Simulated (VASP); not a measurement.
# Cr (P6_3/mmc) in VASP: single point with r2SCAN

Aim: the single point of Cr with r2SCAN.

All numbers are computed with VASP 6.6.1; they aren't measurements. Logs are shortened: lines on timing, memory, paths and dates and some standing lists are left out, and cuts for length are marked.

**1. The cell of the first run**

The structure is hexagonal, space group P6_3/mmc (No. 194). The conventional cell has a = 2.536 Å, b = 2.536 Å, c = 4.718 Å, α = 90.00°, β = 90.00°, γ = 120.00°. Within 3.3 Å of Cr (site symmetry -6m2) lie 12 Cr at 2.54 to 2.78 Å.

**2. Single point, r2SCAN**

File POSCAR:

```
Cr
1.0
    2.5364700000      0.0000000000      0.0000000000
   -1.2682350000      2.1966490000      0.0000000000
    0.0000000000      0.0000000000      4.7176440000
Cr
2
Direct
    0.3333300000      0.6666700000      0.2500000000
    0.6666600000      0.3333300000      0.7500000000
```

File INCAR.step1:

```
PREC     = Accurate       # precision mode
ENCUT    = 520            # plane-wave cutoff, eV
ISMEAR   = -1             # smearing method
SIGMA    = 0.1            # smearing width, eV
LREAL    = False          # projectors in reciprocal space
LASPH    = True           # aspherical terms in the spheres
NELM     = 60             # most SCF steps
NBANDS   = 19             # bands
GGA      = PE             # functional
ALGO     = Normal         # electronic algorithm
EDIFF    = 1E-4           # SCF threshold, eV
LWAVE    = True           # write WAVECAR
LCHARG   = False          # write CHGCAR
```

File INCAR.step2:

```
PREC     = Accurate       # precision mode
ENCUT    = 520            # plane-wave cutoff, eV
EDIFF    = 1E-7           # SCF threshold, eV
ISMEAR   = -1             # smearing method
SIGMA    = 0.1            # smearing width, eV
LREAL    = False          # projectors in reciprocal space
LASPH    = True           # aspherical terms in the spheres
NELM     = 60             # most SCF steps
ALGO     = Normal         # electronic algorithm
ISIF     = 2              # what is computed and relaxed
LWAVE    = False          # write WAVECAR
LCHARG   = False          # write CHGCAR
METAGGA  = R2SCAN         # meta-GGA
LMIXTAU  = True         
NBANDS   = 19             # bands
ISTART   = 1
```

File KPOINTS:

```
regular mesh
0
Gamma
  15 15 7
```

Potentials or basis: VASP PAW PBE potentials, release 64 (Cr_pv).

Command:

```console
$ cat potpaw_PBE.64/Cr_pv/POTCAR > POTCAR
$ cp INCAR.step1 INCAR
$ mpirun -np 1 vasp_std > vasp.out
$ cp INCAR.step2 INCAR
$ mpirun -np 1 vasp_std > vasp.out
```

OUTCAR:

```text
PREC = Accurate
   ENCUT = 520
   EDIFF = 1E-7
   ISMEAR = -1
   LREAL = False
   LASPH = True
   NELM = 60
   ISIF = 2
   METAGGA = R2SCAN
   ISTART = 1

 ion  position               nearest neighbor table
   1  0.333  0.667  0.250-   2 2.78   2 2.78   2 2.78   2 2.78   2 2.78   2 2.78
   2  0.667  0.333  0.750-   1 2.78   1 2.78   1 2.78   1 2.78   1 2.78   1 2.78

  LATTYP: Found a hexagonal cell.
 ALAT       =     2.5364700000
 C/A-ratio  =     1.8599250139

  Lattice vectors:

 A1 = (   2.5364700000,   0.0000000000,   0.0000000000)
 A2 = (  -1.2682350000,   2.1966490000,   0.0000000000)
 A3 = (   0.0000000000,   0.0000000000,   4.7176440000)

Analysis of symmetry for initial positions (statically):
=====================================================================
 Subroutine PRICEL returns:
 Original cell was already a primitive cell.

 Routine SETGRP: Setting up the symmetry group for a
 hexagonal supercell.

 Subroutine GETGRP returns: Found  8 space group operations
 (whereof  2 operations were pure point group operations)
 out of a pool of 24 trial point group operations.

The static configuration has the point symmetry C_2 .
 The point group associated with its full space group is D_2h.

Analysis of symmetry for dynamics (positions and initial velocities):
=====================================================================
 Subroutine PRICEL returns:
 Original cell was already a primitive cell.

 Routine SETGRP: Setting up the symmetry group for a
 hexagonal supercell.

 Subroutine GETGRP returns: Found  8 space group operations
 (whereof  2 operations were pure point group operations)
 out of a pool of 24 trial point group operations.

The dynamic configuration has the point symmetry C_2 .
 The point group associated with its full space group is D_2h.

 Subroutine INISYM returns: Found  8 space group operations
 (whereof  2 operations are pure point group operations),
 and found     1 'primitive' translations

----------------------------------------------------------------------------------------

                                     Primitive cell

  volume of cell :      26.2855

  direct lattice vectors                    reciprocal lattice vectors
     2.536470000  0.000000000  0.000000000     0.394248700  0.227619433  0.000000000
    -1.268235000  2.196649000  0.000000000     0.000000000  0.455238866  0.000000000
     0.000000000  0.000000000  4.717644000     0.000000000  0.000000000  0.211970212

  length of vectors
     2.536470000  2.536471337  4.717644000     0.455239106  0.455238866  0.211970212

  position of ions in fractional coordinates (direct lattice)
     0.333330000  0.666670000  0.250000000
     0.666660000  0.333330000  0.750000000

  ion indices of the primitive-cell ions
   primitive index   ion index
                 1           1
                 2           2

----------------------------------------------------------------------------------------

 KPOINTS: regular mesh

Automatic generation of k-mesh.
 Grid dimensions read from file:
 generate k-points for:   15   15    7

 Generating k-lattice:

  Cartesian coordinates                     Fractional coordinates (reciprocal lattice)
     0.026283247  0.015174629  0.000000000     0.066666667 -0.000000000  0.000000000
     0.000000000  0.030349258  0.000000000     0.000000000  0.066666667  0.000000000
     0.000000000  0.000000000  0.030281459     0.000000000  0.000000000  0.142857143

  Length of vectors
     0.030349274  0.030349258  0.030281459

  Shift w.r.t. Gamma in fractional coordinates (k-lattice)
     0.000000000  0.000000000  0.000000000

 Subroutine IBZKPT returns following result:
 ===========================================

 Found    256 irreducible k-points:

 Following reciprocal coordinates:
            Coordinates               Weight
  0.000000  0.000000  0.000000      1.000000
  0.066667  0.000000  0.000000      4.000000
  0.000000  0.066667  0.000000      2.000000
  0.133333  0.000000  0.000000      4.000000
  0.000000  0.133333  0.000000      2.000000
  0.200000  0.000000  0.000000      4.000000
[... 16 lines left out ...]
 -0.266667  0.200000  0.000000      4.000000
  0.266667  0.066667  0.000000      4.000000
 [... further k-points ...]
   k-points           NKPTS =    256   k-points in BZ     NKDIM =    256   number of bands    NBANDS=     19
   number of dos      NEDOS =    301   number of ions     NIONS =      2
   total plane-waves  NPLWV =  14400
   dimension x,y,z NGX =    20 NGY =   20 NGZ =   36
   dimension x,y,z NGXF=    40 NGYF=   40 NGZF=   72
   ions per type =               2
   NGX,Y,Z   is equivalent  to a cutoff of  13.11, 13.11, 12.69 a.u.
   NGXF,Y,Z  is equivalent  to a cutoff of  26.22, 26.22, 25.37 a.u.
 SYSTEM =  unknown system
   PREC   = accura    normal or accurate (medium, high low for compatibility)
   ISTART =      1    job   : 0-new  1-cont  2-samecut
   ICHARG =      0    charge: 1-file 2-atom 10-const
   ISPIN  =      1    spin polarized calculation?
   LNONCOLLINEAR =      F non collinear calculations
   LSORBIT =      F    spin-orbit coupling
   LASPH  =      T    aspherical Exc in radial PAW
   ENCUT  =  520.0 eV  38.22 Ry    6.18 a.u.   4.72  4.72  8.77*2*pi/ulx,y,z
   NELM   =     60;   NELMIN=  2; NELMDL=  0     # of ELM steps
   EDIFF  = 0.1E-06   stopping-criterion for ELM
   LREAL  =      F    real-space projection
   EDIFFG = 0.1E-05   stopping-criterion for IOM
   NSW    =      0    number of steps for IOM
   IBRION =     -1    ionic relax: 0-MD 1-quasi-New 2-CG
   NFREE  =      0    steps in history (QN), initial steepest desc. (CG)
   ISIF   =      2    stress and relaxation
   ISYM   =      2    0-nonsym 1-usesym 2-fastsym
   POTIM  = 0.5000    time-step for ionic-motion
   TEBEG  =    0.0;   TEEND  =   0.0 temperature during run
   PSTRESS=    0.0 pullay stress
   NELECT =      24.0000    total number of electrons
   NUPDOWN=      -1.0000    fix difference up-down
   EMIN   =  10.00;   EMAX   =-10.00  energy-range for DOS
   EFERMI =   0.00;   METHOD = LEGACY
   ISMEAR =    -1;   SIGMA  =   0.10  broadening in eV -4-tet -1-fermi 0-gaus
   EFERMI_NEDOS =   21; number of points for ismear=-14 and -15
   IALGO  =     38    algorithm
   IMIX   =      4    mixing-type and parameters
     AMIX     =   0.40;   BMIX     =  1.00
     AMIX_MAG =   1.60;   BMIX_MAG =  1.00
  volume/ion in A,a.u.               =      13.14        88.69
  Fermi-wavevector in a.u.,A,eV,Ry     =   1.588206  3.001273 34.319295  2.522397
  Thomas-Fermi vector in A             =   2.687245
   LORBIT       =      0    0 simple, 1 ext, 2 COOP (PROOUT), +10 PAW based schemes
   METAGGA = R2SCAN    functional components
   LHFCALC =     F    Hartree Fock is set to
   AEXX    =    0.0000 exact exchange contribution
   IVDW    =     0    specifies the selected vdW correction
   LEPSILON=     F    determine dielectric tensor
   LRPA    =     F    only Hartree local field effects (RPA)
 non-spin polarized calculation
  energy-cutoff  :      520.00
  volume of cell :       26.29
 maximum number of plane-waves:       732
   NGX =  9   NGY =  9   NGZ = 17

 number of electron      24.0000010 magnetization

 Free energy of the ion-electron system (eV)
  ---------------------------------------------------
  ext. energy  EPLUGINS =         0.00000000
  ---------------------------------------------------
  free energy    TOTEN  =       -28.49955454 eV

  energy without entropy =      -28.40980323  energy(sigma->0) =      -28.45467889

 E-fermi :   9.1064     XC(G=0): -14.1167

 val. band max:        9.1063615999   @ k =   0.0000   0.3333   0.2857
 cond. band min:       9.1063923190   @ k =   0.3333   0.0000   0.2857
 fundamental gap:      0.0000307191
 Fermi energy:         9.1063773130

 k-point     1 :       0.0000    0.0000    0.0000
  band No.  band energies     occupation
      1     -35.7884      2.00000
      2     -35.3455      2.00000
      3     -35.1121      2.00000
      4     -35.1121      2.00000
      5     -35.0746      2.00000
      6     -35.0746      2.00000
[... 11 lines left out ...]
     18      11.1988      0.00000
     19      12.2789      0.00000

 k-point     2 :       0.0667    0.0000    0.0000
  band No.  band energies     occupation
      1     -35.7793      2.00000
      2     -35.3453      2.00000
      3     -35.1439      2.00000
      4     -35.1203      2.00000
      5     -35.1069      2.00000
      6     -35.0809      2.00000
[... 11 lines left out ...]
     18      11.5496      0.00000
     19      12.2784      0.00000

 k-point     3 :       0.0000    0.0667    0.0000
  band No.  band energies     occupation
      1     -35.7793      2.00000
      2     -35.3453      2.00000
      3     -35.1439      2.00000
      4     -35.1203      2.00000
      5     -35.1069      2.00000
      6     -35.0809      2.00000
[... 11 lines left out ...]
     18      11.5497      0.00000
     19      12.2784      0.00000

 k-point     4 :       0.1333    0.0000    0.0000
  band No.  band energies     occupation
      1     -35.7530      2.00000
      2     -35.3451      2.00000
      3     -35.2338      2.00000
      4     -35.1973      2.00000
      5     -35.1433      2.00000
      6     -35.0987      2.00000
[... 11 lines left out ...]
     18      12.2768      0.00000
     19      12.3771      0.00000

 k-point     5 :       0.0000    0.1333    0.0000
  band No.  band energies     occupation
      1     -35.7530      2.00000
      2     -35.3451      2.00000
      3     -35.2338      2.00000
      4     -35.1973      2.00000
      5     -35.1433      2.00000
      6     -35.0987      2.00000
[... 11 lines left out ...]
     18      12.2768      0.00000
     19      12.3772      0.00000

 k-point     6 :       0.2000    0.0000    0.0000
  band No.  band energies     occupation
      1     -35.7127      2.00000
      2     -35.3661      2.00000
      3     -35.3464      2.00000
      4     -35.3278      2.00000
      5     -35.1765      2.00000
      6     -35.1253      2.00000
[... 11 lines left out ...]
     18      12.2744      0.00000
     19      12.3728      0.00000

 k-point     7 :       0.0000    0.2000    0.0000
  band No.  band energies     occupation
      1     -35.7127      2.00000
      2     -35.3661      2.00000
      3     -35.3464      2.00000
      4     -35.3278      2.00000
      5     -35.1765      2.00000
      6     -35.1253      2.00000
[... 11 lines left out ...]
     18      12.2744      0.00000
     19      12.3728      0.00000

 k-point     8 :       0.2667    0.0000    0.0000
  band No.  band energies     occupation
      1     -35.6631      2.00000
      2     -35.5175      2.00000
      3     -35.4745      2.00000
      4     -35.3509      2.00000
      5     -35.2141      2.00000
      6     -35.1562      2.00000
[... 256 lines left out ...]
 k-point    20 :      -0.2000    0.1333    0.0000
  band No.  band energies     occupation
      1     -35.7282      2.00000
      2     -35.3456      2.00000
      3     -35.3079      2.00000
      4     -35.2809      2.00000
      5     -35.1632      2.00000
      6     -35.1216      2.00000
[... 11 lines left out ...]
     18      12.2754      0.00000
     19      13.0358      0.00000

 k-point    21 :       0.2000    0.0667    0.0000
  band No.  band energies     occupation
      1     -35.6832      2.00000
      2     -35.4467      2.00000
      3     -35.4140      2.00000
      4     -35.3486      2.00000
      5     -35.2038      2.00000
      6     -35.1539      2.00000
[... 11 lines left out ...]
     18      12.2733      0.00000
     19      12.3718      0.00000

 k-point    22 :      -0.0667    0.2667    0.0000
  band No.  band energies     occupation
      1     -35.6832      2.00000
      2     -35.4467      2.00000
      3     -35.4140      2.00000
      4     -35.3486      2.00000
      5     -35.2038      2.00000
      6     -35.1539      2.00000
[... 11 lines left out ...]
     18      12.2733      0.00000
     19      12.3718      0.00000

 k-point    23 :      -0.2667    0.2000    0.0000
  band No.  band energies     occupation
      1     -35.6832      2.00000
      2     -35.4467      2.00000
      3     -35.4140      2.00000
      4     -35.3486      2.00000
      5     -35.2038      2.00000
      6     -35.1539      2.00000
[... 11 lines left out ...]
     18      12.2733      0.00000
     19      12.3718      0.00000

 k-point    24 :       0.2667    0.0667    0.0000
  band No.  band energies     occupation
      1     -35.6320      2.00000
      2     -35.5918      2.00000
      3     -35.5500      2.00000
      4     -35.3557      2.00000
      5     -35.2454      2.00000
      6     -35.1876      2.00000
[... 11 lines left out ...]
     18      12.2737      0.00000
     19      12.3703      0.00000

 [... further k-points ...]
[... 5 lines left out ...]
  --------------------------------------------------------------------------------------
  -------------------------------------------------------------------------------------
  Total       -3.4593063     -3.4595467     -4.0276882      0.0000000      0.0000000      0.0000000
  in kB     -210.8550653   -210.8697165   -245.4996408      0.0000000      0.0000000      0.0000000
  external PRESSURE =    -222.4081409 kB  Pullay stress =       0.0000000 kB

 VOLUME and BASIS-vectors are now :
 -----------------------------------------------------------------------------
  energy-cutoff  :      520.00
  volume of cell :       26.29
      direct lattice vectors                 reciprocal lattice vectors
     2.536470000  0.000000000  0.000000000     0.394248700  0.227619433  0.000000000
    -1.268235000  2.196649000  0.000000000     0.000000000  0.455238866  0.000000000
     0.000000000  0.000000000  4.717644000     0.000000000  0.000000000  0.211970212

 POSITION                                       TOTAL-FORCE (eV/Angst)
 -----------------------------------------------------------------------------------
     -0.00001      1.46444      1.17941        -0.000000      0.000016      0.000000
      1.26822      0.73221      3.53823         0.000000     -0.000016     -0.000000
 -----------------------------------------------------------------------------------
    total drift:                               -0.000000      0.000000     -0.000000

  FREE ENERGIE OF THE ION-ELECTRON SYSTEM (eV)
  ---------------------------------------------------
  free  energy   TOTEN  =       -28.4995545438 eV

  energy  without entropy=      -28.4098032341  energy(sigma->0) =      -28.45467889
```

Wall time 19 min (1 thread of AMD EPYC, shared host); peak memory 0.19 GiB.

Results:

```
Free energy            : -28.4996 eV
Pressure               : -22.2 GPa
Band gap on the k mesh : zero (band 12 reaches 9.96 eV, above the bottom of band 13 at 8.74 eV)
```

Levels at points of the mesh, in eV from the Fermi level:
| k point | band 10 | band 11 | band 12 | band 13 | band 14 | band 15 |
| --- | --- | --- | --- | --- | --- | --- |
| (0.00, 0.00, 0.00) | -0.99 | -0.31 | -0.31 | -0.07 | -0.07 | 1.25 |

Caveat: the PAW data sets were made with another functional, which shifts forces and pressure a little; the run has no spin polarisation, though such a crystal can be magnetic. Spin polarisation is off, so any magnetic state and its effect on volume and gap are missing.
